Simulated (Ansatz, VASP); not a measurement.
# One calculation of AlN, two programs

```xyz
4
Lattice="3.2043 0.0000 0.0000 -1.6022 2.7750 0.0000 0.0000 0.0000 4.9033" Properties=species:S:1:pos:R:3 pbc="T T T"
Al    0.0000    1.8500    0.0000
Al    1.6022    0.9250    2.4517
N     0.0000    1.8500    1.8878
N     1.6022    0.9250    4.3394
```

Change from the starting cell: strain +0.030 along x and y, -0.015 along z, atoms carried along.

Alike in both runs: task single point; functional PBEsol; k mesh 12 × 12 × 6; occupations gaussian, width 0.05 eV; no spin polarisation.

|  | VASP | Ansatz |
| --- | --- | --- |
| version | VASP 6.6.1 | Ansatz 0.2.0 |
| potentials or method | VASP PAW PBE potentials, release 64 (Al, N), cutoff 600 eV | scalar-relativistic, plane waves, PAW |
| valence electrons in the cell | 16 | 16 |

Ansatz gave:

| Quantity | Value |
| --- | --- |
| gap on the k mesh at the Fermi level (eV) | 3.59 |
| least direct gap on the mesh (eV) | 3.59 |
| pressure (GPa) | -7.8 |
| traceless stress, the component that is largest in VASP (GPa) | 9.59 |
| rms of the force components (eV/Å) | 0.176 |

**Question.** Estimate VASP's values.

**Answer.** gap on the k mesh at the Fermi level (eV): 3.60; least direct gap on the mesh (eV): 3.60; pressure (GPa): -8.1; traceless stress, the component that is largest in VASP (GPa): 9.70; rms of the force components (eV/Å): 0.180.

VASP's potentials were made for PBE, not for PBEsol. Atom by atom the forces differ by 0.004 eV/Å (rms over components). With one functional, cell and mesh, what is left measures potentials, basis and numerics.
